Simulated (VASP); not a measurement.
# Ni (Fm-3m) in VASP: a series of runs

Runs on Ni. Level: PBEsol. Tasks: relaxation of cell and atoms.

Everything below comes from runs of VASP 6.6.1. Logs are shortened: lines on timing, memory, paths and dates and some standing lists are left out, and cuts for length are marked.

## (1) The cell of the first run

Symmetry: Fm-3m, No. 225, cubic system. Conventional cell: a = 3.441 Å, b = 3.441 Å, c = 3.441 Å, α = 90.00°, β = 90.00°, γ = 90.00°. Within 3.2 Å of Ni (site symmetry m-3m) lie 12 Ni at 2.43 Å.

## (2) Relaxation of cell and atoms, PBEsol, collinear spin, ferromagnetic start, target pressure 2 GPa, at which the enthalpy is minimised

Input file INCAR:

```
SYSTEM = Ni
  PREC = Accurate
  ENCUT = 600
  EDIFF = 1E-6
  ISMEAR = 0
  SIGMA = 0.1
  LREAL = .False.
  LASPH = .True.
  NELM = 150
  ALGO = Normal
  ISIF = 3
  LWAVE = .False.
  LCHARG = .False.
  ISPIN = 2
  MAGMOM = 0.73
  LORBIT = 11
  LMAXMIX = 4
  GGA = PS
  IBRION = 2
  NSW = 70
  EDIFFG = -0.008
  PSTRESS = 20.0
```

Input file KPOINTS:

```
Automatic mesh
0
Gamma
  20 20 20
  0 0 0
```

Input file POSCAR:

```
Ni
1.0
    0.0000000000      1.7205243093      1.7205243093
    1.7205243093      0.0000000000      1.7205243093
    1.7205243093      1.7205243093      0.0000000000
Ni
1
Direct
    0.0000000000      0.0000000000      0.0000000000
```

Potentials or basis: VASP PAW PBE potentials, release 64 (Ni).

The run is started by

```bash
cat potpaw_PBE.64/Ni/POTCAR > POTCAR
mpirun -np 1 vasp_std > vasp.out
```

OUTCAR:

```text
SYSTEM = Ni
   PREC = Accurate
   ENCUT = 600
   EDIFF = 1E-6
   ISMEAR = 0
   LREAL = .False.
   LASPH = .True.
   NELM = 150
   ISIF = 3
   ISPIN = 2
   LORBIT = 11
   GGA = PS
   IBRION = 2
   NSW = 70
   EDIFFG = -0.008
   PSTRESS = 20.0

 ion  position               nearest neighbor table
   1  0.000  0.000  0.000-

  LATTYP: Found a face centered cubic cell.
 ALAT       =     3.4410486186

  Lattice vectors:

 A1 = (   0.0000000000,   1.7205243093,   1.7205243093)
 A2 = (   1.7205243093,   0.0000000000,   1.7205243093)
 A3 = (   1.7205243093,   1.7205243093,   0.0000000000)

Analysis of symmetry for initial positions (statically):
=====================================================================
 Subroutine PRICEL returns:
 Original cell was already a primitive cell.

 Routine SETGRP: Setting up the symmetry group for a
 face centered cubic supercell.

 Subroutine GETGRP returns: Found 48 space group operations
 (whereof 48 operations were pure point group operations)
 out of a pool of 48 trial point group operations.

The static configuration has the point symmetry O_h .

Analysis of symmetry for dynamics (positions and initial velocities):
=====================================================================
 Subroutine PRICEL returns:
 Original cell was already a primitive cell.

 Routine SETGRP: Setting up the symmetry group for a
 face centered cubic supercell.

 Subroutine GETGRP returns: Found 48 space group operations
 (whereof 48 operations were pure point group operations)
 out of a pool of 48 trial point group operations.

The dynamic configuration has the point symmetry O_h .

Analysis of structural, dynamic, and magnetic symmetry:
=====================================================================
 Subroutine PRICEL returns:
 Original cell was already a primitive cell.

 Routine SETGRP: Setting up the symmetry group for a
 face centered cubic supercell.

 Subroutine GETGRP returns: Found 48 space group operations
 (whereof 48 operations were pure point group operations)
 out of a pool of 48 trial point group operations.

The overall configuration has the point symmetry O_h .

 Subroutine INISYM returns: Found 48 space group operations
 (whereof 48 operations are pure point group operations),
 and found     1 'primitive' translations

----------------------------------------------------------------------------------------

                                     Primitive cell

  volume of cell :      10.1862

  direct lattice vectors                    reciprocal lattice vectors
     0.000000000  1.720524309  1.720524309    -0.290609088  0.290609088  0.290609088
     1.720524309  0.000000000  1.720524309     0.290609088 -0.290609088  0.290609088
     1.720524309  1.720524309  0.000000000     0.290609088  0.290609088 -0.290609088

  length of vectors
     2.433188813  2.433188813  2.433188813     0.503349705  0.503349705  0.503349705

  position of ions in fractional coordinates (direct lattice)
     0.000000000  0.000000000  0.000000000

  ion indices of the primitive-cell ions
   primitive index   ion index
                 1           1

----------------------------------------------------------------------------------------

 KPOINTS: Automatic mesh

Automatic generation of k-mesh.
 Grid dimensions read from file:
 generate k-points for:   20   20   20

 Generating k-lattice:

  Cartesian coordinates                     Fractional coordinates (reciprocal lattice)
    -0.014530454  0.014530454  0.014530454     0.050000000  0.000000000  0.000000000
     0.014530454 -0.014530454  0.014530454     0.000000000  0.050000000  0.000000000
     0.014530454  0.014530454 -0.014530454     0.000000000  0.000000000  0.050000000

  Length of vectors
     0.025167485  0.025167485  0.025167485

  Shift w.r.t. Gamma in fractional coordinates (k-lattice)
     0.000000000  0.000000000  0.000000000

 Subroutine IBZKPT returns following result:
 ===========================================

 Found    256 irreducible k-points:

 Following reciprocal coordinates:
            Coordinates               Weight
  0.000000  0.000000  0.000000      1.000000
  0.050000  0.000000  0.000000      8.000000
  0.100000  0.000000  0.000000      8.000000
  0.150000  0.000000  0.000000      8.000000
  0.200000  0.000000  0.000000      8.000000
  0.250000  0.000000  0.000000      8.000000
[... 16 lines left out ...]
 -0.400000  0.050000  0.000000     24.000000
 -0.350000  0.050000  0.000000     24.000000
 [... further k-points ...]
   k-points           NKPTS =    256   k-points in BZ     NKDIM =    256   number of bands    NBANDS=      9
   number of dos      NEDOS =    301   number of ions     NIONS =      1
   total plane-waves  NPLWV =   8000
   dimension x,y,z NGX =    20 NGY =   20 NGZ =   20
   dimension x,y,z NGXF=    40 NGYF=   40 NGZF=   40
   ions per type =               1
   NGX,Y,Z   is equivalent  to a cutoff of  13.66, 13.66, 13.66 a.u.
   NGXF,Y,Z  is equivalent  to a cutoff of  27.33, 27.33, 27.33 a.u.
 SYSTEM =  Ni
   PREC   = accura    normal or accurate (medium, high low for compatibility)
   ISTART =      0    job   : 0-new  1-cont  2-samecut
   ICHARG =      2    charge: 1-file 2-atom 10-const
   ISPIN  =      2    spin polarized calculation?
   LNONCOLLINEAR =      F non collinear calculations
   LSORBIT =      F    spin-orbit coupling
   LASPH  =      T    aspherical Exc in radial PAW
   ENCUT  =  600.0 eV  44.10 Ry    6.64 a.u.   4.86  4.86  4.86*2*pi/ulx,y,z
   NELM   =    150;   NELMIN=  2; NELMDL= -5     # of ELM steps
   EDIFF  = 0.1E-05   stopping-criterion for ELM
   LREAL  =      F    real-space projection
   EDIFFG = -.8E-02   stopping-criterion for IOM
   NSW    =     70    number of steps for IOM
   IBRION =      2    ionic relax: 0-MD 1-quasi-New 2-CG
   NFREE  =      1    steps in history (QN), initial steepest desc. (CG)
   ISIF   =      3    stress and relaxation
   ISYM   =      2    0-nonsym 1-usesym 2-fastsym
   POTIM  = 0.5000    time-step for ionic-motion
   TEBEG  =    0.0;   TEEND  =   0.0 temperature during run
   PSTRESS=   20.0 pullay stress
   NELECT =      10.0000    total number of electrons
   NUPDOWN=      -1.0000    fix difference up-down
   EMIN   =  10.00;   EMAX   =-10.00  energy-range for DOS
   EFERMI =   0.00;   METHOD = LEGACY
   ISMEAR =     0;   SIGMA  =   0.10  broadening in eV -4-tet -1-fermi 0-gaus
   EFERMI_NEDOS =   21; number of points for ismear=-14 and -15
   IALGO  =     38    algorithm
   IMIX   =      4    mixing-type and parameters
     AMIX     =   0.40;   BMIX     =  1.00
     AMIX_MAG =   1.60;   BMIX_MAG =  1.00
  volume/ion in A,a.u.               =      10.19        68.74
  Fermi-wavevector in a.u.,A,eV,Ry     =   1.627062  3.074701 36.019108  2.647330
  Thomas-Fermi vector in A             =   2.719919
   LORBIT       =     11    0 simple, 1 ext, 2 COOP (PROOUT), +10 PAW based schemes
   GGA     = PS    functional components
   LHFCALC =     F    Hartree Fock is set to
   AEXX    =    0.0000 exact exchange contribution
   IVDW    =     0    specifies the selected vdW correction
   LEPSILON=     F    determine dielectric tensor
   LRPA    =     F    only Hartree local field effects (RPA)
 conjugate gradient relaxation of ions
 spin polarized calculation
 Gauss-broadening in eV      SIGMA  =   0.10
  energy-cutoff  :      600.00
  volume of cell :       10.19
 maximum number of plane-waves:       350
   NGX =  9   NGY =  9   NGZ =  9

--------------------------------------- Ionic step        1  -------------------------------------------

 number of electron      10.0000000 magnetization       0.7300000

 number of electron       9.9999992 magnetization       0.6198071

 Free energy of the ion-electron system (eV)
  ---------------------------------------------------
  ext. energy  EPLUGINS =         0.00000000
  ---------------------------------------------------
  free energy    TOTEN  =        -6.13706281 eV

  energy without entropy =       -6.12878933  energy(sigma->0) =       -6.13292607

------------------------ aborting loop because EDIFF is reached ----------------------------------------

  FORCE on cell =-STRESS in cart. coord.  units (eV):
  Direction    XX          YY          ZZ          XY          YZ          ZX
  --------------------------------------------------------------------------------------
  -------------------------------------------------------------------------------------
  Total        0.2779087      0.2779087      0.2779087     -0.0000000      0.0000000     -0.0000000
  in kB       43.7119533     43.7119533     43.7119533     -0.0000000      0.0000000     -0.0000000
  external PRESSURE =      23.7119533 kB  Pullay stress =      20.0000000 kB

 VOLUME and BASIS-vectors are now :
 -----------------------------------------------------------------------------
  energy-cutoff  :      600.00
  volume of cell :       10.19
      direct lattice vectors                 reciprocal lattice vectors
     0.000000000  1.720524309  1.720524309    -0.290609088  0.290609088  0.290609088
     1.720524309  0.000000000  1.720524309     0.290609088 -0.290609088  0.290609088
     1.720524309  1.720524309  0.000000000     0.290609088  0.290609088 -0.290609088
[... 7 lines left out ...]
  FREE ENERGIE OF THE ION-ELECTRON SYSTEM (eV)
  ---------------------------------------------------
  free  energy   TOTEN  =        -6.1370628127 eV

  energy  without entropy=       -6.1287893272  energy(sigma->0) =       -6.13292607

  enthalpy is  TOTEN    =        -6.0099082794 eV   P V=        0.1271545334

--------------------------------------- Ionic step        2  -------------------------------------------

 number of electron       9.9999996 magnetization       0.6231256

 E-fermi :   9.8258     XC(G=0): -13.6995

 val. band max:        9.8257640456   @ k =  -0.4000   0.2500   0.0000
 cond. band min:       9.8272241942   @ k =   0.4000   0.0000   0.0000
 fundamental gap:      0.0014601487
 Fermi energy:         9.8258338394

 spin component 1

 k-point     1 :       0.0000    0.0000    0.0000
  band No.  band energies     occupation
      1       0.4533      1.00000
      2       7.2825      1.00000
      3       7.2825      1.00000
      4       7.2825      1.00000
      5       8.5279      1.00000
      6       8.5279      1.00000
      7      33.8969      0.00000
      8      38.0830      0.00000
      9      38.0830      0.00000

 k-point     2 :       0.0500    0.0000    0.0000
  band No.  band energies     occupation
      1       0.5546      1.00000
      2       7.2548      1.00000
      3       7.3061      1.00000
      4       7.3061      1.00000
      5       8.5175      1.00000
      6       8.5175      1.00000
      7      33.6274      0.00000
      8      36.6833      0.00000
      9      37.8458      0.00000
[... 584 lines left out ...]
  FREE ENERGIE OF THE ION-ELECTRON SYSTEM (eV)
  ---------------------------------------------------
  free  energy   TOTEN  =        -6.1395521828 eV

  energy  without entropy=       -6.1310418434  energy(sigma->0) =       -6.13529701

  enthalpy is  TOTEN    =        -6.0096031233 eV   P V=        0.1299490595

--------------------------------------- Ionic step        3  -------------------------------------------

 number of electron       9.9999993 magnetization       0.6218215

 Free energy of the ion-electron system (eV)
  ---------------------------------------------------
  ext. energy  EPLUGINS =         0.00000000
  ---------------------------------------------------
  free energy    TOTEN  =        -6.13909085 eV

  energy without entropy =       -6.13070864  energy(sigma->0) =       -6.13489974

 E-fermi :  10.0009     XC(G=0): -13.7707

 val. band max:        9.9997270717   @ k =  -0.4000   0.2500   0.0000
 cond. band min:      10.0015946480   @ k =   0.4000   0.0000   0.0000
 fundamental gap:      0.0018675763
 Fermi energy:        10.0008628997

 spin component 1

 k-point     1 :       0.0000    0.0000    0.0000
  band No.  band energies     occupation
      1       0.5432      1.00000
      2       7.4261      1.00000
      3       7.4261      1.00000
      4       7.4261      1.00000
      5       8.6920      1.00000
      6       8.6920      1.00000
      7      34.1707      0.00000
      8      38.4504      0.00000
      9      38.4504      0.00000

 k-point     2 :       0.0500    0.0000    0.0000
  band No.  band energies     occupation
      1       0.6454      1.00000
      2       7.3979      1.00000
      3       7.4501      1.00000
      4       7.4501      1.00000
      5       8.6814      1.00000
      6       8.6814      1.00000
      7      33.9084      0.00000
      8      37.0424      0.00000
      9      38.2168      0.00000
[... 578 lines left out ...]
 POSITION                                       TOTAL-FORCE (eV/Angst)
 -----------------------------------------------------------------------------------
      0.00000      0.00000      0.00000         0.000000      0.000000      0.000000
 -----------------------------------------------------------------------------------
    total drift:                                0.000000      0.000000     -0.000000

  FREE ENERGIE OF THE ION-ELECTRON SYSTEM (eV)
  ---------------------------------------------------
  free  energy   TOTEN  =        -6.1390908492 eV

  energy  without entropy=       -6.1307086391  energy(sigma->0) =       -6.13489974

  enthalpy is  TOTEN    =        -6.0106612419 eV   P V=        0.1284296073

 reached required accuracy - stopping structural energy minimisation

 total charge

# of ion       s       p       d       tot
------------------------------------------
    1        0.525   0.555   8.338   9.419

 magnetization (x)

# of ion       s       p       d       tot
------------------------------------------
    1       -0.006  -0.024   0.657   0.626
```

It took 3.3 min on 1 thread of Intel Xeon 8259CL, shared host; peak memory 0.18 GiB.

Results:

```
Free energy                                                : -6.1391 eV
Relaxed volume                                             : 10.29 Å³/atom
Relaxed cell                                               : a = 2.441 Å, b = 2.441 Å, c = 2.441 Å, α = 60.00°, β = 60.00°, γ = 60.00°
Space group after relaxing (to 0.1 Å)                      : Fm-3m (No. 225)
Energy change on relaxing (the run minimises the enthalpy) : -2.0 meV/atom
Ionic steps                                                : 3
Pressure after relaxing                                    : 1.9 GPa
Net moment                                                 : 0.62 μB per cell
Site moments                                               : Ni +0.63 μB
Valence electrons inside the program's atomic spheres      : Ni 9.42
```

The path:
```csv
step,energy change (eV),largest force (eV/Å),pressure (GPa),volume (Å³)
1,0.0000,0.0000,4.37,10.19
2,-0.0025,0.0000,-0.74,10.41
3,-0.0020,0.0000,1.94,10.29
```

Final structure:
```
Ni
1.0
     0.00000    1.72626    1.72626
     1.72626    0.00000    1.72626
     1.72626    1.72626    0.00000
Ni
1
Direct
  0.00000 0.00000 0.00000
```

Caveat: the cell is relaxed towards a set pressure, so the run minimises the enthalpy, not the energy; the PAW data sets were made with another functional, which shifts forces and pressure a little. Zero-point motion and thermal expansion aren't in these numbers.

## (3) Relaxation of cell and atoms, PBEsol, collinear spin, ferromagnetic start, target pressure -2 GPa, at which the enthalpy is minimised

This run uses another cell than the first one, of 10.59 Å³/atom.

Input file INCAR:

```
PREC = Accurate
ENCUT = 600
EDIFF = 1E-6
ISMEAR = 0
SIGMA = 0.1
LREAL = F
LASPH = T
NELM = 150
ALGO = Normal
ISIF = 3
LWAVE = F
LCHARG = F
ISPIN = 2
MAGMOM = 0.73
LORBIT = 11
LMAXMIX = 4
GGA = PS
IBRION = 2
NSW = 70
EDIFFG = -0.008
PSTRESS = -20.0
```

Input file KPOINTS:

```
Automatic mesh
0
Gamma
  20 20 20
```

Input file POSCAR:

```
Ni
1.0
    0.0000000000      1.7427243154      1.7427243154
    1.7427243154      0.0000000000      1.7427243154
    1.7427243154      1.7427243154      0.0000000000
Ni
1
Direct
    0.0000000000      0.0000000000      0.0000000000
```

Potentials or basis: VASP PAW PBE potentials, release 64 (Ni).

The run is started by

```bash
cat potpaw_PBE.64/Ni/POTCAR > POTCAR
mpirun -np 1 vasp_std > vasp.out
```

Run time: 3.5 min. Hardware: 1 thread of Intel Xeon 8259CL, shared host; peak memory 0.18 GiB.

It converged, with:

```yaml
Free_energy: -6.1393 eV
Relaxed_volume: 10.47 Å³/atom
Relaxed_cell: a = 2.456 Å, b = 2.456 Å, c = 2.456 Å, α = 60.00°, β = 60.00°, γ = 60.00°
Space_group_after_relaxing_to_0.1_Å: Fm-3m (No. 225)
Energy_change_on_relaxing_the_run_minimises_the_enthalpy: -2.3 meV/atom
Ionic_steps: 3
Pressure_after_relaxing: -2.0 GPa
Net_moment: 0.62 μB per cell
Site_moments: Ni +0.63 μB
Valence_electrons_inside_the_program's_atomic_spheres: Ni 9.38
```

Step by step:
```csv
step,energy change (eV),largest force (eV/Å),pressure (GPa),volume (Å³)
1,0.0000,0.0000,-4.39,10.59
2,-0.0028,0.0000,0.69,10.35
3,-0.0023,0.0000,-2.02,10.47
```

Final structure:
```
CELL_PARAMETERS angstrom
0.00000 1.73636 1.73636
1.73636 0.00000 1.73636
1.73636 1.73636 0.00000
ATOMIC_POSITIONS crystal
Ni 0.00000 0.00000 0.00000
```

Levels at points of the mesh, in eV from the Fermi level:
Spin up:
```csv
k point,band 3,band 4,band 5,band 6,band 7,band 8
"(0.00, 0.00, 0.00)",-2.53,-2.53,-1.29,-1.29,24.02,28.16
"(0.50, 0.00, 0.00)",-2.52,-0.58,-0.58,-0.41,5.92,22.50
"(0.50, 0.50, 0.00)",-0.54,-0.44,-0.44,2.42,9.54,15.13
```
Spin down:
```
           k point  band 2  band 3  band 4  band 5  band 6  band 7  band 8  band 9
(0.00, 0.00, 0.00)   -1.81   -1.81   -1.81   -0.68   -0.68   23.91   28.16   28.16
(0.50, 0.00, 0.00)   -1.90   -1.90   -0.44    0.16    0.16    6.34   22.39   25.38
(0.50, 0.50, 0.00)   -3.82    0.10    0.39    0.39    2.41    9.81   15.15   15.15
```

Caveat: the cell is relaxed towards a set pressure, so the run minimises the enthalpy, not the energy; the PAW data sets were made with another functional, which shifts forces and pressure a little.
